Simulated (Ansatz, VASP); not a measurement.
In3Se in VASP and in Ansatz

```xyz
4
Lattice="4.6134 0.0000 0.0000 0.0000 4.6134 0.0000 0.0000 0.0000 4.8995" Properties=species:S:1:pos:R:3 pbc="T T T"
In    0.0000    2.3067    2.4497
In    2.3067    0.0000    2.4497
In    2.3067    2.3067    0.0000
Se    0.0000    0.0000    0.0000
```

Alike in both runs: task single point; functional PBEsol; dispersion D3(BJ); k mesh 10 × 10 × 10; occupations gaussian, width 0.15 eV; no spin polarisation.

```csv
,VASP,Ansatz
version,VASP 6.6.1,Ansatz 0.2.0
potentials or method,"VASP PAW PBE potentials, release 64 (In_d, Se), cutoff 520 eV","scalar-relativistic, plane waves, PAW"
valence electrons in the cell,45,55
```

|  | VASP | Ansatz | Ansatz less VASP |
| --- | --- | --- | --- |
| gap on the k mesh at the Fermi level (eV) | none | none | - |
| pressure (GPa) | -3.2 | -3.2 | +0.02 |
| traceless stress, the component that is largest in VASP (GPa) | -0.35 | -0.34 | +0.002 |

VASP's potentials were made for PBE, not for PBEsol, and Ansatz warns of the same on its side. A gap of «none» marks a metal or a gap that the smearing closes. VASP's potentials hold 45 valence electrons a cell and Ansatz's 55, so a difference there can come from the potentials and not from the codes.
